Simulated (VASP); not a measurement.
# LaNb2O2 (Pmmm) in VASP: notebook, part 2 of 2

VASP 6.6.1.

**3. Relaxation of cell and atoms, PBE**

This run uses another cell than the first one, of 23.69 Å³/atom, 1.505 times its volume.

INCAR

```
PREC = Accurate
ENCUT = 600
EDIFF = 1E-7
ISMEAR = 0
SIGMA = 0.1
LREAL = F
LASPH = T
NELM = 80
ALGO = Normal
ISIF = 3
LWAVE = F
LCHARG = F
GGA = PE
IBRION = 2
NSW = 90
EDIFFG = -0.04
```

KPOINTS

```
regular mesh
0
Gamma
  6 4 4
```

POSCAR

```
LaNb2O2
1.0
    3.1097448860      0.0000000000      0.0000000000
    0.0000000000      5.7865958362      0.0000000000
    0.0000000000      0.0000000000      6.5813334737
La Nb O
1 2 2
Direct
    0.5000000000      0.0000000000      0.0000000000
    0.5000000000      0.8168657156      0.5000000000
    0.5000000000      0.1831342844      0.5000000000
    0.5000000000      0.5000000000      0.5000000000
    0.0000000000      0.5000000000      0.0000000000
```

Potentials or basis: VASP PAW PBE potentials, release 64 (La, Nb_sv, O).

On the command line:

```sh
> cat potpaw_PBE.64/La/POTCAR potpaw_PBE.64/Nb_sv/POTCAR potpaw_PBE.64/O/POTCAR > POTCAR
> mpirun -np 1 vasp_std > vasp.out
```

OUTCAR:

```text
PREC = Accurate
   ENCUT = 600
   EDIFF = 1E-7
   ISMEAR = 0
   LREAL = F
   LASPH = T
   NELM = 80
   ISIF = 3
   GGA = PE
   IBRION = 2
   NSW = 90
   EDIFFG = -0.04

 ion  position               nearest neighbor table
   1  0.500  0.000  0.000-
   2  0.500  0.817  0.500-   4 1.83   3 2.12
   3  0.500  0.183  0.500-   4 1.83   2 2.12
   4  0.500  0.500  0.500-   2 1.83   3 1.83
   5  0.000  0.500  0.000-

  LATTYP: Found a simple orthorhombic cell.
 ALAT       =     3.1097448860
 B/A-ratio  =     1.8607943894
 C/A-ratio  =     2.1163580020

  Lattice vectors:

 A1 = (   3.1097448860,   0.0000000000,   0.0000000000)
 A2 = (   0.0000000000,   5.7865958362,   0.0000000000)
 A3 = (   0.0000000000,   0.0000000000,   6.5813334737)

Analysis of symmetry for initial positions (statically):
=====================================================================
 Subroutine PRICEL returns:
 Original cell was already a primitive cell.

 Routine SETGRP: Setting up the symmetry group for a
 simple orthorhombic supercell.

 Subroutine GETGRP returns: Found  8 space group operations
 (whereof  8 operations were pure point group operations)
 out of a pool of  8 trial point group operations.

The static configuration has the point symmetry D_2h.

Analysis of symmetry for dynamics (positions and initial velocities):
=====================================================================
 Subroutine PRICEL returns:
 Original cell was already a primitive cell.

 Routine SETGRP: Setting up the symmetry group for a
 simple orthorhombic supercell.

 Subroutine GETGRP returns: Found  8 space group operations
 (whereof  8 operations were pure point group operations)
 out of a pool of  8 trial point group operations.

The dynamic configuration has the point symmetry D_2h.

 Subroutine INISYM returns: Found  8 space group operations
 (whereof  8 operations are pure point group operations),
 and found     1 'primitive' translations

----------------------------------------------------------------------------------------

                                     Primitive cell

  volume of cell :     118.4300

  direct lattice vectors                    reciprocal lattice vectors
     3.109744886  0.000000000  0.000000000     0.321569787  0.000000000  0.000000000
     0.000000000  5.786595836  0.000000000     0.000000000  0.172813175  0.000000000
     0.000000000  0.000000000  6.581333474     0.000000000  0.000000000  0.151944891

  length of vectors
     3.109744886  5.786595836  6.581333474     0.321569787  0.172813175  0.151944891

  position of ions in fractional coordinates (direct lattice)
     0.500000000  0.000000000  0.000000000
     0.500000000  0.816865716  0.500000000
     0.500000000  0.183134284  0.500000000
     0.500000000  0.500000000  0.500000000
     0.000000000  0.500000000  0.000000000

  ion indices of the primitive-cell ions
   primitive index   ion index
                 1           1
                 2           2
                 3           3
                 4           4
                 5           5

----------------------------------------------------------------------------------------

 KPOINTS: regular mesh
[... 26 lines left out ...]
  0.166667  0.000000  0.000000      2.000000
  0.333333  0.000000  0.000000      2.000000
  0.500000  0.000000  0.000000      1.000000
  0.000000  0.250000  0.000000      2.000000
  0.166667  0.250000  0.000000      4.000000
[... 16 lines left out ...]
  0.333333  0.500000  0.250000      4.000000
  0.500000  0.500000  0.250000      2.000000
 [... further k-points ...]
   k-points           NKPTS =     36   k-points in BZ     NKDIM =     36   number of bands    NBANDS=     29
   number of dos      NEDOS =    301   number of ions     NIONS =      5
   total plane-waves  NPLWV =  72576
   dimension x,y,z NGX =    28 NGY =   48 NGZ =   54
   dimension x,y,z NGXF=    56 NGYF=   96 NGZF=  108
   ions per type =               1   2   2
   NGX,Y,Z   is equivalent  to a cutoff of  14.97, 13.79, 13.64 a.u.
   NGXF,Y,Z  is equivalent  to a cutoff of  29.94, 27.58, 27.28 a.u.
 SYSTEM =  unknown system
   PREC   = accura    normal or accurate (medium, high low for compatibility)
   ISTART =      0    job   : 0-new  1-cont  2-samecut
   ICHARG =      2    charge: 1-file 2-atom 10-const
   ISPIN  =      1    spin polarized calculation?
   LNONCOLLINEAR =      F non collinear calculations
   LSORBIT =      F    spin-orbit coupling
   LASPH  =      T    aspherical Exc in radial PAW
   ENCUT  =  600.0 eV  44.10 Ry    6.64 a.u.   6.21 11.56 13.14*2*pi/ulx,y,z
   NELM   =     80;   NELMIN=  2; NELMDL= -5     # of ELM steps
   EDIFF  = 0.1E-06   stopping-criterion for ELM
   LREAL  =      F    real-space projection
   EDIFFG = -.4E-01   stopping-criterion for IOM
   NSW    =     90    number of steps for IOM
   IBRION =      2    ionic relax: 0-MD 1-quasi-New 2-CG
   NFREE  =      1    steps in history (QN), initial steepest desc. (CG)
   ISIF   =      3    stress and relaxation
   ISYM   =      2    0-nonsym 1-usesym 2-fastsym
   POTIM  = 0.5000    time-step for ionic-motion
   TEBEG  =    0.0;   TEEND  =   0.0 temperature during run
   PSTRESS=    0.0 pullay stress
   NELECT =      49.0000    total number of electrons
   NUPDOWN=      -1.0000    fix difference up-down
   EMIN   =  10.00;   EMAX   =-10.00  energy-range for DOS
   EFERMI =   0.00;   METHOD = LEGACY
   ISMEAR =     0;   SIGMA  =   0.10  broadening in eV -4-tet -1-fermi 0-gaus
   EFERMI_NEDOS =   21; number of points for ismear=-14 and -15
   IALGO  =     38    algorithm
   IMIX   =      4    mixing-type and parameters
     AMIX     =   0.40;   BMIX     =  1.00
     AMIX_MAG =   1.60;   BMIX_MAG =  1.00
  volume/ion in A,a.u.               =      23.69       159.84
  Fermi-wavevector in a.u.,A,eV,Ry     =   1.219887  2.305252 20.247159  1.488124
  Thomas-Fermi vector in A             =   2.355124
   LORBIT       =      0    0 simple, 1 ext, 2 COOP (PROOUT), +10 PAW based schemes
   GGA     = PE    functional components
   LHFCALC =     F    Hartree Fock is set to
   AEXX    =    0.0000 exact exchange contribution
   IVDW    =     0    specifies the selected vdW correction
   LEPSILON=     F    determine dielectric tensor
   LRPA    =     F    only Hartree local field effects (RPA)
 conjugate gradient relaxation of ions
 non-spin polarized calculation
 Gauss-broadening in eV      SIGMA  =   0.10
  energy-cutoff  :      600.00
  volume of cell :      118.43
 maximum number of plane-waves:      3980
 NGX is ok and might be reduce to    28
   NGX = 13   NGY = 23   NGZ = 27

--------------------------------------- Ionic step        1  -------------------------------------------

 number of electron      48.9999995 magnetization

 Free energy of the ion-electron system (eV)
  ---------------------------------------------------
  ext. energy  EPLUGINS =         0.00000000
  ---------------------------------------------------
  free energy    TOTEN  =       -33.91111008 eV

  energy without entropy =      -33.87907834  energy(sigma->0) =      -33.89509421

------------------------ aborting loop because EDIFF is reached ----------------------------------------

  FORCE on cell =-STRESS in cart. coord.  units (eV):
  Direction    XX          YY          ZZ          XY          YZ          ZX
  --------------------------------------------------------------------------------------
  -------------------------------------------------------------------------------------
  Total        0.5852669     -0.1531630     -0.7056149      0.0000000      0.0000000      0.0000000
  in kB        7.9177669     -2.0720620     -9.5458918      0.0000000      0.0000000      0.0000000
  external PRESSURE =      -1.2333956 kB  Pullay stress =       0.0000000 kB
[... 182 lines left out ...]
--------------------------------------- Ionic step        6  -------------------------------------------

 number of electron      48.9999997 magnetization

 Free energy of the ion-electron system (eV)
  ---------------------------------------------------
  ext. energy  EPLUGINS =         0.00000000
  ---------------------------------------------------
  free energy    TOTEN  =       -33.92275864 eV

  energy without entropy =      -33.89029044  energy(sigma->0) =      -33.90652454

 E-fermi :   5.2672     XC(G=0):  -9.4813

 val. band max:        5.2536111904   @ k =   0.1667   0.2500   0.0000
 cond. band min:       5.2679008827   @ k =   0.1667   0.5000   0.5000
 fundamental gap:      0.0142896923
 Fermi energy:         5.2671863512

 k-point     1 :       0.0000    0.0000    0.0000
  band No.  band energies     occupation
      1     -50.3458      2.00000
      2     -49.4688      2.00000
      3     -28.4196      2.00000
      4     -28.0293      2.00000
      5     -26.1651      2.00000
      6     -25.9630      2.00000
[... 757 lines left out ...]
     28       6.1377      0.00000
     29       6.7033      0.00000

 [... further k-points ...]
[... 5 lines left out ...]
  --------------------------------------------------------------------------------------
  -------------------------------------------------------------------------------------
  Total       -0.1729178      0.1094373      0.0601230      0.0000000      0.0000000      0.0000000
  in kB       -2.3698897      1.4998709      0.8240036      0.0000000      0.0000000      0.0000000
  external PRESSURE =      -0.0153384 kB  Pullay stress =       0.0000000 kB
[... 20 lines left out ...]
  FREE ENERGIE OF THE ION-ELECTRON SYSTEM (eV)
  ---------------------------------------------------
  free  energy   TOTEN  =       -33.9227586391 eV

  energy  without entropy=      -33.8902904405  energy(sigma->0) =      -33.90652454

 reached required accuracy - stopping structural energy minimisation
```

Wall time 9.5 min (1 thread of Intel Xeon 6975P-C (Granite Rapids), shared host); peak memory 0.37 GiB.

Results:

```
Free energy                            : -33.9228 eV
Relaxed volume                         : 23.38 Å³/atom
Relaxed cell                           : a = 3.115 Å, b = 5.796 Å, c = 6.475 Å, α = 90.00°, β = 90.00°, γ = 90.00°
Space group after relaxing (to 0.05 Å) : Pmmm (No. 47)
Energy gained by relaxing              : 2.3 meV/atom
Ionic steps                            : 6
Pressure after relaxing                : 0.0 GPa
Largest force after relaxing           : 0.005 eV/Å
```

Forces on the atoms (eV/Å):
```
La   0.000  0.000  0.000
Nb   0.000 -0.005  0.000
Nb   0.000  0.005  0.000
O    0.000  0.000  0.000
O    0.000  0.000  0.000
```

The path:
| step | energy change (eV) | largest force (eV/Å) | pressure (GPa) | volume (Å³) |
| --- | --- | --- | --- | --- |
| 1 | 0.0000 | 0.5029 | -0.12 | 118.43 |
| 2 | 0.0059 | 0.8597 | 0.17 | 118.11 |
| 3 | -0.0069 | 0.0747 | -0.04 | 118.30 |
| 4 | -0.0094 | 0.0162 | -0.69 | 118.13 |
| 5 | -0.0096 | 0.0294 | -0.56 | 118.17 |
| 6 | -0.0116 | 0.0055 | 0.00 | 116.90 |

Final structure:
```yaml
crystal:
  lattice:
    - [3.11527, 0.00000, 0.00000]
    - [0.00000, 5.79551, 0.00000]
    - [0.00000, 0.00000, 6.47494]
  atoms:
    - { symbol: La, position: [0.50000, 0.00000, 0.00000] }
    - { symbol: Nb, position: [0.50000, 0.81481, 0.50000] }
    - { symbol: Nb, position: [0.50000, 0.18519, 0.50000] }
    - { symbol: O, position: [0.50000, 0.50000, 0.50000] }
    - { symbol: O, position: [0.00000, 0.50000, 0.00000] }
```

Caveat: spin-orbit coupling is left out, which moves the levels of the heavy elements; an odd number of electrons without spin polarisation forces a metal; a magnetic or distorted state may lie lower.
